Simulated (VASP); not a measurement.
Al2Ru, 6 atoms in the cell. The structure is orthorhombic, space group Fddd (No. 70). The conventional cell has a = 4.705 Å, b = 7.980 Å, c = 8.783 Å, α = 90.00°, β = 90.00°, γ = 90.00°. Within 3.4 Å of Al (site symmetry 2) lie 5 Ru at 2.57 to 2.72 Å and 9 Al at 2.60 to 3.19 Å. Ru (site symmetry 222) has 10 Al at 2.57 to 2.72 Å and 4 Ru at 3.19 Å within 3.4 Å. 

| Property | Result |
| --- | --- |
| Program | VASP 6.6.1 |
| Task | single point |
| Functional | r2SCAN |
| Potentials or basis | VASP PAW PBE potentials, release 64 (Al, Ru_pv) |
| Cutoff | 520 eV |
| k mesh | 1 × 1 × 1 |
| Occupations | gaussian, width 0.01 eV |
| Spin | no spin polarisation |
| Dipole correction | no |
| Further INCAR settings | ALGO = Normal; EDIFF = 1e-06; NBANDS = 29 |

Potentials or basis: VASP PAW PBE potentials, release 64 (Al, Ru_pv).

The run is started by

```sh
$ cat potpaw_PBE.64/Al/POTCAR potpaw_PBE.64/Ru_pv/POTCAR > POTCAR
$ cp INCAR.step1 INCAR
$ mpirun -np 1 vasp_gam > vasp.out
$ cp INCAR.step2 INCAR
$ mpirun -np 1 vasp_gam > vasp.out
```

Hardware: 1 thread of Intel(R) Xeon(R) Platinum 8488C (Sapphire Rapids) (shared host).

**Question.** How long does it take, and how much memory?

**Answer.** Run time: 29 s on 1 thread of Intel(R) Xeon(R) Platinum 8488C (Sapphire Rapids) (shared host), peak memory 0.25 GiB. Counts: k points 1.
